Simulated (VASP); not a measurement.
# Si24NO48 (a cell with a defect) in VASP: a series of runs

Runs on Si24NO48 (a cell with a defect). Level: PBEsol. Tasks: single point.

Everything below comes from runs of VASP 6.6.1. Logs are shortened: lines on timing, memory, paths and dates and some standing lists are left out, and cuts for length are marked.

### Step 1. The cell of the first run

The cell holds a defect, 73 atoms: a = 9.902 Å, b = 9.902 Å, c = 10.886 Å, α = 90.00°, β = 90.00°, γ = 120.00°.

### Step 2. Single point, PBEsol, collinear spin

Input file INCAR:

```
  PREC = Accurate
  ENCUT = 520
  EDIFF = 1E-6
  ISMEAR = -1
  SIGMA = 0.05
  LREAL = Auto
  LASPH = T
  NELM = 200
  ALGO = Normal
  ISIF = 2
  LWAVE = F
  LCHARG = T
  ISPIN = 2
  MAGMOM = 0 0 0 0 0 0 0 0 0 0 0 0 0.5 0 0 0 0 0.5 0 0 0 0 0 0 0 0 0 0 0 0 0 0 0 0 0 0 0 0 0 0 0 0 0 0 0 0 0 0 0 0 0 0 0 0 0 0 0 0 0 0 0 0 0 0 0 0 0 0 0 0 0 0.5 0.5
  LORBIT = 11
  GGA = PS
  LELF = T
  LVHAR = T
  NBANDS = 240
  NELECT = 388.0
  ISYM = -1
  GGA_COMPAT = F
  KPAR = 1
```

Input file KPOINTS:

```
explicit points
1
Reciprocal
  0.25000000   0.25000000   0.25000000 1
```

Input file POSCAR:

```
Si24NO48
1.0
    9.9016390000      0.0000000000      0.0000000000
   -4.9508190000      8.5750710000      0.0000000000
    0.0000000000      0.0000000000     10.8858800000
Si O N
24 48 1
Direct
    0.2390930000      0.0030440000      0.1626390000
    0.2233750000      0.9918760000      0.6707100000
    0.2389940000      0.5066320000      0.1685410000
    0.2362640000      0.4970640000      0.6692150000
    0.7354770000      0.0023230000      0.1652510000
    0.7364620000      0.9973690000      0.6663190000
    0.7385970000      0.5088650000      0.1639350000
    0.7402240000      0.4975110000      0.6684460000
    0.0033330000      0.2387430000      0.3283300000
    0.9969630000      0.2347240000      0.8358850000
    0.0046490000      0.7377200000      0.3320300000
    0.9973590000      0.7277650000      0.8387720000
    0.5226500000      0.2322590000      0.3180060000
    0.4949510000      0.2349250000      0.8349200000
    0.5025080000      0.7377200000      0.3353300000
    0.5019970000      0.7357740000      0.8321540000
    0.2660360000      0.2709660000      0.0016960000
    0.2388890000      0.2479450000      0.5061780000
    0.2685860000      0.7673820000      0.9996770000
    0.2659530000      0.7631870000      0.5004550000
    0.7587140000      0.2636370000      0.9991150000
    0.7763370000      0.2651860000      0.4991830000
    0.7659320000      0.7691180000      0.9996150000
    0.7677120000      0.7629940000      0.5009340000
    0.2142350000      0.1415960000      0.1106090000
    0.1741410000      0.1105310000      0.6056560000
    0.2141160000      0.6436690000      0.1120580000
    0.2090850000      0.6275300000      0.6035610000
    0.7025860000      0.1353190000      0.1091560000
    0.7081260000      0.1285410000      0.6010990000
    0.7048730000      0.6403220000      0.1093370000
    0.7106980000      0.6285840000      0.6058660000
    0.3779350000      0.0739450000      0.2681810000
    0.3537530000      0.0762910000      0.7767680000
    0.3670280000      0.5740790000      0.2785000000
    0.3691400000      0.5714170000      0.7741120000
    0.8682340000      0.0769220000      0.2716980000
    0.8645150000      0.0728140000      0.7754930000
    0.8729370000      0.5776810000      0.2682650000
    0.8652480000      0.5644400000      0.7794250000
    0.4279450000      0.3013420000      0.9401650000
    0.4309580000      0.8008400000      0.4407280000
    0.4294850000      0.7948390000      0.9390860000
    0.9420150000      0.2947390000      0.4456920000
    0.9214710000      0.2945170000      0.9398190000
    0.9288540000      0.7935300000      0.4383290000
    0.9276640000      0.7897150000      0.9456180000
    0.1423160000      0.2095470000      0.3810180000
    0.1301740000      0.2076390000      0.8981170000
    0.1357530000      0.7065260000      0.3927290000
    0.1337760000      0.7019070000      0.8952000000
    0.6604810000      0.2154170000      0.3785840000
    0.6244970000      0.2000970000      0.8938230000
    0.6325240000      0.7049080000      0.3967290000
    0.6375170000      0.7095210000      0.8905060000
    0.0737060000      0.3723650000      0.2241900000
    0.0732150000      0.3645960000      0.7272550000
    0.0813820000      0.8732970000      0.2281680000
    0.0642670000      0.8551980000      0.7289980000
    0.5752060000      0.3788800000      0.2301360000
    0.5747090000      0.3656120000      0.7265650000
    0.5761390000      0.8669200000      0.2267180000
    0.5719180000      0.8648340000      0.7231940000
    0.2962910000      0.4337650000      0.0606890000
    0.2935220000      0.4159660000      0.5641710000
    0.2961080000      0.9323700000      0.0536930000
    0.2872710000      0.9208870000      0.5654240000
    0.7842920000      0.4260910000      0.0566520000
    0.7971400000      0.4236430000      0.5600420000
    0.7953270000      0.9330410000      0.0563280000
    0.7993720000      0.9246240000      0.5627120000
    0.4680500000      0.2056540000      0.5491880000
    0.4225450000      0.2470920000      0.4604080000
```

Potentials or basis: VASP PAW PBE potentials, release 64 (Si, O, N).

On the command line:

```bash
$ cat potpaw_PBE.64/Si/POTCAR potpaw_PBE.64/O/POTCAR potpaw_PBE.64/N/POTCAR > POTCAR
$ mpirun -np 4 vasp_std > vasp.out
```

OUTCAR:

```text
PREC = Accurate
   ENCUT = 520
   EDIFF = 1E-6
   ISMEAR = -1
   LREAL = Auto
   LASPH = T
   NELM = 200
   ISIF = 2
   ISPIN = 2
   LORBIT = 11
   GGA = PS
   NELECT = 388.0
   ISYM = -1

 ion  position               nearest neighbor table
   1  0.239  0.003  0.163-  58 1.61  25 1.61  66 1.62  33 1.65  19 3.06  17 3.08  13 3.09  11 3.10

   2  0.223  0.992  0.671-  59 1.61  34 1.62  67 1.63  26 1.64  18 3.04  12 3.06  20 3.11  14 3.12

   3  0.239  0.507  0.169-  27 1.62  64 1.62  56 1.62  35 1.62   9 3.05  15 3.06  19 3.06  17 3.07
[... 15 lines left out ...]
  11  0.005  0.738  0.332-  50 1.62  46 1.62  39 1.62  58 1.62   7 3.07  20 3.08  24 3.09   1 3.10

  12  0.997  0.728  0.839-  51 1.62  59 1.62  40 1.62  47 1.62   8 3.05   2 3.06  19 3.06  23 3.07

  13  0.523  0.232  0.318-  60 1.59  52 1.60  33 1.60  73 1.88   7 3.01  22 3.08   1 3.09
  14  0.495  0.235  0.835-  53 1.62  41 1.62  34 1.62  61 1.63  21 3.06  17 3.06   8 3.10   2 3.12

  15  0.503  0.738  0.335-  54 1.62  62 1.62  35 1.62  42 1.63   3 3.06  20 3.06  24 3.09   5 3.09

  16  0.502  0.736  0.832-  55 1.62  43 1.62  63 1.62  36 1.62   6 3.06  23 3.07   4 3.07  19 3.08
[... 63 lines left out ...]
  71  0.799  0.925  0.563-  24 1.62   6 1.62
  72  0.468  0.206  0.549-  73 1.22  18 2.55
  73  0.423  0.247  0.460-  72 1.22  13 1.88  18 1.89

IMPORTANT INFORMATION: All symmetrisations will be switched off!
NOSYMM: (Re-)initialisation of all symmetry stuff for point group C_1.

----------------------------------------------------------------------------------------

                                     Primitive cell

  volume of cell :     924.2902

  direct lattice vectors                    reciprocal lattice vectors
     9.901639000  0.000000000  0.000000000     0.100993381  0.058308549  0.000000000
    -4.950819000  8.575071000  0.000000000     0.000000000  0.116617110  0.000000000
     0.000000000  0.000000000 10.885880000     0.000000000  0.000000000  0.091862119

  length of vectors
     9.901639000  9.901638825 10.885880000     0.116617108  0.116617110  0.091862119

  position of ions in fractional coordinates (direct lattice)
     0.239093000  0.003044000  0.162639000
     0.223375000  0.991876000  0.670710000
     0.238994000  0.506632000  0.168541000
     0.236264000  0.497064000  0.669215000
     0.735477000  0.002323000  0.165251000
     0.736462000  0.997369000  0.666319000
[... 65 lines left out ...]
     0.468050000  0.205654000  0.549188000
     0.422545000  0.247092000  0.460408000

  ion indices of the primitive-cell ions
   primitive index   ion index
                 1           1
                 2           2
                 3           3
                 4           4
                 5           5
                 6           6
[... 65 lines left out ...]
                72          72
                73          73

----------------------------------------------------------------------------------------

 KPOINTS: explicit points

Read explicit list of k-points.

 Found      1 k-points:

 Following reciprocal coordinates:
            Coordinates               Weight
  0.250000  0.250000  0.250000      1.000000
   k-points           NKPTS =      1   k-points in BZ     NKDIM =      1   number of bands    NBANDS=    240
   number of dos      NEDOS =    301   number of ions     NIONS =     73
   total plane-waves  NPLWV = 537600
   dimension x,y,z NGX =    80 NGY =   80 NGZ =   84
   dimension x,y,z NGXF=   160 NGYF=  160 NGZF=  168
   ions per type =              24  48   1
   NGX,Y,Z   is equivalent  to a cutoff of  13.43, 13.43, 12.83 a.u.
   NGXF,Y,Z  is equivalent  to a cutoff of  26.86, 26.86, 25.66 a.u.
 SYSTEM =  unknown system
   PREC   = accura    normal or accurate (medium, high low for compatibility)
   ISTART =      0    job   : 0-new  1-cont  2-samecut
   ICHARG =      2    charge: 1-file 2-atom 10-const
   ISPIN  =      2    spin polarized calculation?
   LNONCOLLINEAR =      F non collinear calculations
   LSORBIT =      F    spin-orbit coupling
[... 42 lines left out ...]
  ---------------------------------------------------
  free energy    TOTEN  =      -598.79370662 eV

  energy without entropy =     -598.79369630  energy(sigma->0) =     -598.79370146

 E-fermi :   1.7652     XC(G=0):  -9.3848

 val. band max:        1.1359730663   @ k =   0.2500   0.2500   0.2500
 cond. band min:       2.3896341184   @ k =   0.2500   0.2500   0.2500
 fundamental gap:      1.2536610521
 Fermi energy:         1.7651959617

 spin component 1

 k-point     1 :       0.2500    0.2500    0.2500
  band No.  band energies     occupation
      1     -22.8347      1.00000
      2     -18.1896      1.00000
      3     -18.1183      1.00000
      4     -17.9905      1.00000
      5     -17.9092      1.00000
      6     -17.8594      1.00000
[... 198 lines left out ...]
    205       9.3985      0.00000
    206       9.5748      0.00000
 Fermi energy:         1.7651959617

 spin component 2

 k-point     1 :       0.2500    0.2500    0.2500
  band No.  band energies     occupation
      1     -22.8347      1.00000
      2     -18.1896      1.00000
      3     -18.1183      1.00000
      4     -17.9905      1.00000
      5     -17.9092      1.00000
      6     -17.8594      1.00000
[... 198 lines left out ...]
    205       9.3985      0.00000
    206       9.5748      0.00000
 [bands above 206 left out]

------------------------ aborting loop because EDIFF is reached ----------------------------------------

  FORCE on cell =-STRESS in cart. coord.  units (eV):
  Direction    XX          YY          ZZ          XY          YZ          ZX
  --------------------------------------------------------------------------------------
  -------------------------------------------------------------------------------------
  Total       -4.0432366     -2.6974982     -2.1109990      1.5072000     -2.4184338      0.6600337
  in kB       -7.0086018     -4.6758803     -3.6592346      2.6126011     -4.1921463      1.1441114
  external PRESSURE =      -5.1145722 kB  Pullay stress =       0.0000000 kB

 VOLUME and BASIS-vectors are now :
 -----------------------------------------------------------------------------
  energy-cutoff  :      520.00
  volume of cell :      924.29
      direct lattice vectors                 reciprocal lattice vectors
     9.901639000  0.000000000  0.000000000     0.100993381  0.058308549  0.000000000
    -4.950819000  8.575071000  0.000000000     0.000000000  0.116617110  0.000000000
     0.000000000  0.000000000 10.885880000     0.000000000  0.000000000  0.091862119

 POSITION                                       TOTAL-FORCE (eV/Angst)
 -----------------------------------------------------------------------------------
      2.35234      0.02610      1.77047        -0.007088      0.013268      0.018112
     -2.69882      8.50541      7.30127        -0.007483      0.023597     -0.006279
     -0.14181      4.34441      1.83472        -0.018424     -0.007002      0.003382
     -0.12147      4.26236      7.28499        -0.003657     -0.007737     -0.013337
      7.27093      0.01992      1.79890        -0.017215      0.003786      0.007982
      2.35439      8.55251      7.25347        -0.020140      0.007846     -0.000670
[... 65 lines left out ...]
      3.61631      1.76350      5.97839         0.427568     -0.246423      0.651604
      2.96058      2.11883      5.01195        -0.409432      0.242887     -0.623663
 -----------------------------------------------------------------------------------
    total drift:                                0.022304     -0.001590     -0.013508

  FREE ENERGIE OF THE ION-ELECTRON SYSTEM (eV)
  ---------------------------------------------------
  free  energy   TOTEN  =      -598.7937066246 eV

  energy  without entropy=     -598.7936962967  energy(sigma->0) =     -598.79370146

 total charge

# of ion       s       p       d       tot
------------------------------------------
    1        0.645   0.993   0.000   1.638
    2        0.643   0.989   0.000   1.632
    3        0.647   0.996   0.000   1.643
    4        0.644   0.991   0.000   1.635
    5        0.645   0.992   0.000   1.637
    6        0.645   0.996   0.000   1.641
[... 65 lines left out ...]
   72        1.616   3.384   0.000   5.000
   73        1.266   2.533   0.000   3.798
--------------------------------------------------
tot         91.038 202.423   0.000 293.461

 magnetization (x)

# of ion       s       p       d       tot
------------------------------------------
    1       -0.000  -0.000   0.000  -0.000
    2       -0.000  -0.000   0.000  -0.000
    3        0.000   0.000   0.000   0.000
    4        0.000   0.000   0.000   0.000
    5        0.000   0.000   0.000   0.000
    6        0.000   0.000   0.000   0.000
[... 65 lines left out ...]
   72        0.000   0.000   0.000   0.000
   73        0.000  -0.000   0.000  -0.000
--------------------------------------------------
tot          0.000  -0.000   0.000  -0.000
```

It took 5.3 min on 4 MPI ranks of Intel Xeon Platinum 8488C (Sapphire Rapids), shared host; peak memory 0.57 GiB.

Results:

* Free energy: -598.7937 eV
* Largest force: 0.817 eV/Å
* Net moment: 0.00 μB per cell
* Valence electrons inside the program's atomic spheres: Si 1.64, 1.63, 1.65, 1.66 (each value once); O 5.22, 5.21, 5.23, 5.20, 5.00 (each value once); N 3.80

Forces on the atoms (eV/Å):
```
Si  -0.007  0.013  0.018
Si  -0.007  0.024 -0.006
Si  -0.018 -0.007  0.003
Si  -0.004 -0.008 -0.013
Si  -0.017  0.004  0.008
Si  -0.020  0.008 -0.001
Si  -0.022 -0.015  0.003
Si  -0.009 -0.017 -0.004
Si   0.026 -0.016  0.005
Si   0.000 -0.014 -0.001
Si   0.012 -0.012 -0.009
Si   0.009 -0.017  0.005
Si  -0.063 -0.008  0.054
Si   0.005 -0.020 -0.016
Si   0.007 -0.008  0.000
Si   0.001 -0.018 -0.004
Si   0.006  0.012  0.005
Si   0.071  0.001 -0.049
Si   0.007  0.023  0.000
Si   0.004  0.010  0.013
Si   0.003  0.021 -0.001
Si   0.000  0.019 -0.009
Si   0.007  0.014 -0.003
Si   0.009  0.010  0.009
O   -0.021  0.016  0.006
O   -0.009 -0.018  0.026
O   -0.018  0.012  0.015
O   -0.014  0.009  0.005
O   -0.021  0.008  0.014
O   -0.013 -0.005  0.014
O   -0.031  0.019  0.003
O   -0.016  0.015  0.005
O   -0.017 -0.050 -0.017
O   -0.003 -0.009  0.003
O    0.003 -0.021  0.013
O    0.012 -0.012  0.017
O   -0.005 -0.030  0.005
O    0.000 -0.016  0.011
O    0.002 -0.016  0.011
O    0.008 -0.015  0.016
O    0.013  0.016  0.014
O    0.022  0.012  0.004
O    0.017  0.010  0.010
O    0.022  0.015  0.016
O    0.016  0.014  0.009
O    0.012  0.008  0.011
O    0.015  0.013  0.013
O   -0.008 -0.008 -0.044
O    0.017 -0.011 -0.008
O    0.015 -0.008 -0.011
O    0.018 -0.015 -0.014
O    0.040 -0.006  0.015
O    0.012 -0.016 -0.011
O    0.012 -0.012 -0.010
O    0.021 -0.010 -0.005
O   -0.017  0.006 -0.018
O   -0.016 -0.014 -0.005
O   -0.016 -0.010 -0.002
O   -0.027 -0.023 -0.007
O   -0.018  0.032 -0.030
O   -0.015 -0.006 -0.018
O   -0.017 -0.016 -0.007
O   -0.019 -0.010 -0.009
O    0.000  0.022 -0.010
O   -0.002  0.045  0.010
O    0.015  0.010 -0.022
O    0.006  0.010 -0.014
O    0.002  0.009 -0.008
O   -0.004  0.021 -0.004
O    0.004  0.018 -0.012
O    0.007  0.018 -0.019
O    0.428 -0.246  0.652
N   -0.409  0.243 -0.624
```

Caveat: the cell carries a net charge on a neutralising background, which shifts energy and pressure; the cell is charged against a uniform background, so pressure and absolute levels hang on convention; the standard files for N, O and F lose accuracy on very short bonds; the PAW data sets were made with another functional, which shifts forces and pressure a little.

(Continued in part 2 of 2.)
